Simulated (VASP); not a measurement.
# O (Pm-3m) in VASP: single point with LDA

Aim: the single point of O with LDA.

Program: VASP 6.6.1. These are calculated values, not measurements. Logs are shortened: lines on timing, memory, paths and dates and some standing lists are left out, and cuts for length are marked.

### 1 The cell of the first run

Symmetry: Pm-3m, No. 221, cubic system. The conventional cell has a = 4.191 Å, b = 4.191 Å, c = 4.191 Å, α = 90.00°, β = 90.00°, γ = 90.00°. Within 3.9 Å of O (site symmetry 4/mmm) lie 8 O at 2.96 Å.

### 2 Single point, LDA

INCAR

```
SYSTEM = O
PREC = Accurate
ENCUT = 600
EDIFF = 1E-6
ISMEAR = -1
SIGMA = 0.05
LREAL = .False.
LASPH = .True.
NELM = 120
ALGO = Normal
ISIF = 2
LWAVE = .False.
LCHARG = .True.
GGA = CA
LELF = .True.
LVHAR = .True.
NBANDS = 16
GGA_COMPAT = .False.
```

KPOINTS

```
Automatic mesh
0
Gamma
  4 4 4
  0 0 0
```

POSCAR

```
O
1.0
    4.1913400000      0.0000000000      0.0000000000
    0.0000000000      4.1913400000      0.0000000000
    0.0000000000      0.0000000000      4.1913400000
O
3
Direct
    0.0000000000      0.5000000000      0.5000000000
    0.5000000000      0.0000000000      0.5000000000
    0.5000000000      0.5000000000      0.0000000000
```

Potentials or basis: VASP PAW LDA potentials, release 64 (O).

Launch:

```
$ cat potpaw_LDA.64/O/POTCAR > POTCAR
$ mpirun -np 1 vasp_std > vasp.out
```

OUTCAR:

```text
SYSTEM = O
   PREC = Accurate
   ENCUT = 600
   EDIFF = 1E-6
   ISMEAR = -1
   LREAL = .False.
   LASPH = .True.
   NELM = 120
   ISIF = 2
   GGA = CA

 ion  position               nearest neighbor table
   1  0.000  0.500  0.500-
   2  0.500  0.000  0.500-
   3  0.500  0.500  0.000-

  LATTYP: Found a simple cubic cell.
 ALAT       =     4.1913400000

  Lattice vectors:

 A1 = (   4.1913400000,   0.0000000000,   0.0000000000)
 A2 = (   0.0000000000,   4.1913400000,   0.0000000000)
 A3 = (   0.0000000000,   0.0000000000,   4.1913400000)

Analysis of symmetry for initial positions (statically):
=====================================================================
 Subroutine PRICEL returns:
 Original cell was already a primitive cell.

 Routine SETGRP: Setting up the symmetry group for a
 simple cubic supercell.

 Subroutine GETGRP returns: Found 48 space group operations
 (whereof 48 operations were pure point group operations)
 out of a pool of 48 trial point group operations.

The static configuration has the point symmetry O_h .

Analysis of symmetry for dynamics (positions and initial velocities):
=====================================================================
 Subroutine PRICEL returns:
 Original cell was already a primitive cell.

 Routine SETGRP: Setting up the symmetry group for a
 simple cubic supercell.

 Subroutine GETGRP returns: Found 48 space group operations
 (whereof 48 operations were pure point group operations)
 out of a pool of 48 trial point group operations.

The dynamic configuration has the point symmetry O_h .

 Subroutine INISYM returns: Found 48 space group operations
 (whereof 48 operations are pure point group operations),
 and found     1 'primitive' translations

----------------------------------------------------------------------------------------

                                     Primitive cell

  volume of cell :      73.6307

  direct lattice vectors                    reciprocal lattice vectors
     4.191340000  0.000000000  0.000000000     0.238587182  0.000000000  0.000000000
     0.000000000  4.191340000  0.000000000     0.000000000  0.238587182  0.000000000
     0.000000000  0.000000000  4.191340000     0.000000000  0.000000000  0.238587182

  length of vectors
     4.191340000  4.191340000  4.191340000     0.238587182  0.238587182  0.238587182

  position of ions in fractional coordinates (direct lattice)
     0.000000000  0.500000000  0.500000000
     0.500000000  0.000000000  0.500000000
     0.500000000  0.500000000  0.000000000

  ion indices of the primitive-cell ions
   primitive index   ion index
                 1           1
                 2           2
                 3           3

----------------------------------------------------------------------------------------

 KPOINTS: Automatic mesh

Automatic generation of k-mesh.
 Grid dimensions read from file:
 generate k-points for:    4    4    4

 Generating k-lattice:

  Cartesian coordinates                     Fractional coordinates (reciprocal lattice)
     0.059646796  0.000000000  0.000000000     0.250000000  0.000000000  0.000000000
     0.000000000  0.059646796  0.000000000     0.000000000  0.250000000  0.000000000
     0.000000000  0.000000000  0.059646796     0.000000000  0.000000000  0.250000000

  Length of vectors
     0.059646796  0.059646796  0.059646796

  Shift w.r.t. Gamma in fractional coordinates (k-lattice)
     0.000000000  0.000000000  0.000000000

 Subroutine IBZKPT returns following result:
 ===========================================

 Found     10 irreducible k-points:

 Following reciprocal coordinates:
            Coordinates               Weight
  0.000000  0.000000  0.000000      1.000000
  0.250000  0.000000  0.000000      6.000000
  0.500000  0.000000  0.000000      3.000000
  0.250000  0.250000  0.000000     12.000000
  0.500000  0.250000  0.000000     12.000000
  0.500000  0.500000  0.000000      3.000000
  0.250000  0.250000  0.250000      8.000000
  0.500000  0.250000  0.250000     12.000000
  0.500000  0.500000  0.250000      6.000000
  0.500000  0.500000  0.500000      1.000000
   k-points           NKPTS =     10   k-points in BZ     NKDIM =     10   number of bands    NBANDS=     16
   number of dos      NEDOS =    301   number of ions     NIONS =      3
   total plane-waves  NPLWV =  46656
   dimension x,y,z NGX =    36 NGY =   36 NGZ =   36
   dimension x,y,z NGXF=    72 NGYF=   72 NGZF=   72
   ions per type =               3
   NGX,Y,Z   is equivalent  to a cutoff of  14.28, 14.28, 14.28 a.u.
   NGXF,Y,Z  is equivalent  to a cutoff of  28.56, 28.56, 28.56 a.u.
 SYSTEM =  O
   PREC   = accura    normal or accurate (medium, high low for compatibility)
   ISTART =      0    job   : 0-new  1-cont  2-samecut
   ICHARG =      2    charge: 1-file 2-atom 10-const
   ISPIN  =      1    spin polarized calculation?
   LNONCOLLINEAR =      F non collinear calculations
   LSORBIT =      F    spin-orbit coupling
   LASPH  =      T    aspherical Exc in radial PAW
   ENCUT  =  600.0 eV  44.10 Ry    6.64 a.u.   8.37  8.37  8.37*2*pi/ulx,y,z
   NELM   =    120;   NELMIN=  2; NELMDL= -5     # of ELM steps
   EDIFF  = 0.1E-05   stopping-criterion for ELM
   LREAL  =      F    real-space projection
[... 7 lines left out ...]
   TEBEG  =    0.0;   TEEND  =   0.0 temperature during run
   PSTRESS=    0.0 pullay stress
   NELECT =      18.0000    total number of electrons
   NUPDOWN=      -1.0000    fix difference up-down
   EMIN   =  10.00;   EMAX   =-10.00  energy-range for DOS
   EFERMI =   0.00;   METHOD = LEGACY
   ISMEAR =    -1;   SIGMA  =   0.05  broadening in eV -4-tet -1-fermi 0-gaus
   EFERMI_NEDOS =   21; number of points for ismear=-14 and -15
   IALGO  =     38    algorithm
   IMIX   =      4    mixing-type and parameters
     AMIX     =   0.40;   BMIX     =  1.00
     AMIX_MAG =   1.60;   BMIX_MAG =  1.00
  volume/ion in A,a.u.               =      24.54       165.63
  Fermi-wavevector in a.u.,A,eV,Ry     =   1.023637  1.934394 14.256638  1.047833
  Thomas-Fermi vector in A             =   2.157381
   LORBIT       =      0    0 simple, 1 ext, 2 COOP (PROOUT), +10 PAW based schemes
   GGA     = CA    functional components
   LHFCALC =     F    Hartree Fock is set to
   AEXX    =    0.0000 exact exchange contribution
   IVDW    =     0    specifies the selected vdW correction
   LEPSILON=     F    determine dielectric tensor
   LRPA    =     F    only Hartree local field effects (RPA)
 non-spin polarized calculation
  energy-cutoff  :      600.00
  volume of cell :       73.63
 maximum number of plane-waves:      2517
 NGX is ok and might be reduce to    36
   NGX = 17   NGY = 17   NGZ = 17

 number of electron      18.0000007 magnetization

 Free energy of the ion-electron system (eV)
  ---------------------------------------------------
  ext. energy  EPLUGINS =         0.00000000
  ---------------------------------------------------
  free energy    TOTEN  =        -3.90251554 eV

  energy without entropy =       -3.82285821  energy(sigma->0) =       -3.86268687

 E-fermi :  -6.2894     XC(G=0):  -7.1730

 val. band max:       -6.3063051703   @ k =   0.2500   0.0000   0.0000
 cond. band min:      -6.2691113012   @ k =   0.5000   0.2500   0.0000
 fundamental gap:      0.0371938692
 Fermi energy:        -6.2894222830

 k-point     1 :       0.0000    0.0000    0.0000
  band No.  band energies     occupation
      1     -21.7516      2.00000
      2     -21.0168      2.00000
      3     -21.0168      2.00000
      4      -7.5212      2.00000
      5      -7.5212      2.00000
      6      -7.5212      2.00000
      7      -6.3849      1.74208
      8      -6.3849      1.74208
      9      -6.3849      1.74208
     10      -5.9797      0.00407
     11      -5.9797      0.00407
     12      -5.9797      0.00407
     13       2.1485      0.00000
     14       7.1728      0.00000
     15       9.0867      0.00000
     16       9.0867      0.00000

 k-point     2 :       0.2500    0.0000    0.0000
  band No.  band energies     occupation
      1     -21.6598      2.00000
      2     -21.1125      2.00000
      3     -21.0129      2.00000
      4      -7.3923      2.00000
      5      -7.3923      2.00000
      6      -7.3781      2.00000
      7      -6.4619      1.93844
      8      -6.4619      1.93844
      9      -6.4422      1.91005
     10      -6.3063      1.16724
     11      -6.0499      0.01647
     12      -6.0499      0.01647
     13       2.8331      0.00000
     14       6.7146      0.00000
     15       8.2472      0.00000
     16       9.6312      0.00000

 k-point     3 :       0.5000    0.0000    0.0000
  band No.  band energies     occupation
      1     -21.5094      2.00000
      2     -21.2668      2.00000
      3     -21.0090      2.00000
      4      -7.2091      2.00000
      5      -7.2091      2.00000
      6      -6.9942      2.00000
      7      -6.8628      1.99998
      8      -6.6134      1.99693
      9      -6.6134      1.99693
     10      -6.4985      1.96992
     11      -6.0995      0.04387
     12      -6.0995      0.04387
     13       4.1640      0.00000
     14       5.0623      0.00000
     15       8.7146      0.00000
     16      10.3058      0.00000

 k-point     4 :       0.2500    0.2500    0.0000
  band No.  band energies     occupation
      1     -21.5766      2.00000
      2     -21.1378      2.00000
      3     -21.0659      2.00000
      4      -7.5551      2.00000
      5      -7.2600      2.00000
      6      -7.0463      2.00000
      7      -6.8832      1.99999
      8      -6.4923      1.96602
      9      -6.4689      1.94623
     10      -6.2638      0.74967
     11      -6.1671      0.15940
     12      -5.9950      0.00553
     13       3.4322      0.00000
     14       7.0201      0.00000
     15       7.4672      0.00000
     16       8.9717      0.00000

 k-point     5 :       0.5000    0.2500    0.0000
  band No.  band energies     occupation
      1     -21.4347      2.00000
      2     -21.2604      2.00000
      3     -21.0804      2.00000
      4      -7.4448      2.00000
      5      -7.2939      2.00000
      6      -7.0606      2.00000
      7      -6.7294      1.99970
      8      -6.7255      1.99967
      9      -6.6051      1.99639
     10      -6.2691      0.79964
     11      -6.1024      0.04639
     12      -6.0934      0.03893
     13       4.5712      0.00000
     14       5.6399      0.00000
     15       8.1341      0.00000
     16       8.5177      0.00000

 k-point     6 :       0.5000    0.5000    0.0000
  band No.  band energies     occupation
      1     -21.2577      2.00000
      2     -21.2540      2.00000
      3     -21.2540      2.00000
      4      -7.5880      2.00000
      5      -7.5061      2.00000
      6      -6.7538      1.99981
      7      -6.7261      1.99968
      8      -6.7261      1.99968
      9      -6.5968      1.99573
     10      -6.5968      1.99573
     11      -6.0470      0.01557
     12      -5.9052      0.00092
     13       5.3274      0.00000
     14       6.6639      0.00000
     15       6.6639      0.00000
     16       7.6430      0.00000

 k-point     7 :       0.2500    0.2500    0.2500
  band No.  band energies     occupation
      1     -21.5049      2.00000
      2     -21.1327      2.00000
      3     -21.1327      2.00000
      4      -7.7561      2.00000
      5      -7.1007      2.00000
      6      -7.1007      2.00000
      7      -6.9636      2.00000
      8      -6.5973      1.99578
      9      -6.5973      1.99578
     10      -6.1485      0.11269
     11      -5.9963      0.00567
     12      -5.9963      0.00567
     13       3.9474      0.00000
     14       7.2321      0.00000
     15       7.9315      0.00000
     16       7.9315      0.00000

 k-point     8 :       0.5000    0.2500    0.2500
  band No.  band energies     occupation
      1     -21.3787      2.00000
      2     -21.2542      2.00000
      3     -21.1277      2.00000
      4      -7.8071      2.00000
      5      -7.3184      2.00000
      6      -7.1752      2.00000
      7      -7.0251      2.00000
      8      -6.6213      1.99738
      9      -6.1714      0.17247
     10      -6.1712      0.17190
     11      -6.0626      0.02119
     12      -6.0290      0.01088
     13       4.8766      0.00000
     14       6.1642      0.00000
     15       8.2583      0.00000
     16       8.6293      0.00000

 k-point     9 :       0.5000    0.5000    0.2500
  band No.  band energies     occupation
      1     -21.2497      2.00000
      2     -21.2479      2.00000
      3     -21.2479      2.00000
      4      -8.0022      2.00000
      5      -7.4834      2.00000
      6      -7.2251      2.00000
      7      -7.2251      2.00000
      8      -6.3223      1.31721
      9      -6.1167      0.06131
     10      -6.1167      0.06131
     11      -6.0439      0.01462
     12      -5.9029      0.00088
     13       5.3505      0.00000
     14       7.1765      0.00000
     15       7.1765      0.00000
     16       8.0286      0.00000

 k-point    10 :       0.5000    0.5000    0.5000
  band No.  band energies     occupation
      1     -21.2417      2.00000
      2     -21.2417      2.00000
      3     -21.2417      2.00000
      4      -8.2663      2.00000
      5      -7.4603      2.00000
      6      -7.4603      2.00000
      7      -7.4603      2.00000
      8      -6.0406      0.01371
      9      -6.0406      0.01371
     10      -5.9006      0.00084
     11      -5.9006      0.00084
     12      -5.9006      0.00084
     13       5.3785      0.00000
     14       8.2106      0.00000
     15       8.2106      0.00000
     16       8.2106      0.00000

------------------------ aborting loop because EDIFF is reached ----------------------------------------

  FORCE on cell =-STRESS in cart. coord.  units (eV):
  Direction    XX          YY          ZZ          XY          YZ          ZX
  --------------------------------------------------------------------------------------
  -------------------------------------------------------------------------------------
  Total       -5.8933463     -5.8933463     -5.8933463     -0.0000000     -0.0000000      0.0000000
  in kB     -128.2371531   -128.2371531   -128.2371531     -0.0000000     -0.0000000      0.0000000
  external PRESSURE =    -128.2371531 kB  Pullay stress =       0.0000000 kB

 VOLUME and BASIS-vectors are now :
 -----------------------------------------------------------------------------
  energy-cutoff  :      600.00
  volume of cell :       73.63
      direct lattice vectors                 reciprocal lattice vectors
     4.191340000  0.000000000  0.000000000     0.238587182  0.000000000  0.000000000
     0.000000000  4.191340000  0.000000000     0.000000000  0.238587182  0.000000000
     0.000000000  0.000000000  4.191340000     0.000000000  0.000000000  0.238587182

 POSITION                                       TOTAL-FORCE (eV/Angst)
 -----------------------------------------------------------------------------------
      0.00000      2.09567      2.09567         0.000000      0.000000      0.000000
      2.09567      0.00000      2.09567         0.000000      0.000000      0.000000
      2.09567      2.09567      0.00000         0.000000      0.000000      0.000000
 -----------------------------------------------------------------------------------
    total drift:                                0.000000      0.000000      0.000000

  FREE ENERGIE OF THE ION-ELECTRON SYSTEM (eV)
  ---------------------------------------------------
  free  energy   TOTEN  =        -3.9025155411 eV

  energy  without entropy=       -3.8228582066  energy(sigma->0) =       -3.86268687
```

Run time: 17 s. Hardware: 1 thread of Intel Xeon 8259CL, shared host; peak memory 0.16 GiB.

Results:

- Free energy: -3.9025 eV
- Pressure: -12.8 GPa
- Band gap on the k mesh: zero (band 9 reaches -6.04 eV, above the bottom of band 10 at -6.60 eV)

Levels at points of the mesh, in eV from the Fermi level:
| k point | band 6 | band 7 | band 8 | band 9 | band 10 | band 11 | band 12 | band 13 |
| --- | --- | --- | --- | --- | --- | --- | --- | --- |
| (0.00, 0.00, 0.00) | -1.23 | -0.10 | -0.10 | -0.10 | 0.31 | 0.31 | 0.31 | 8.44 |
| (0.50, 0.00, 0.00) | -0.70 | -0.57 | -0.32 | -0.32 | -0.21 | 0.19 | 0.19 | 10.45 |
| (0.50, 0.50, 0.00) | -0.46 | -0.44 | -0.44 | -0.31 | -0.31 | 0.24 | 0.38 | 11.62 |
| (0.50, 0.50, 0.50) | -1.17 | -1.17 | 0.25 | 0.25 | 0.39 | 0.39 | 0.39 | 11.67 |

Caveat: the k points lie up to 0.37 Å⁻¹ apart.
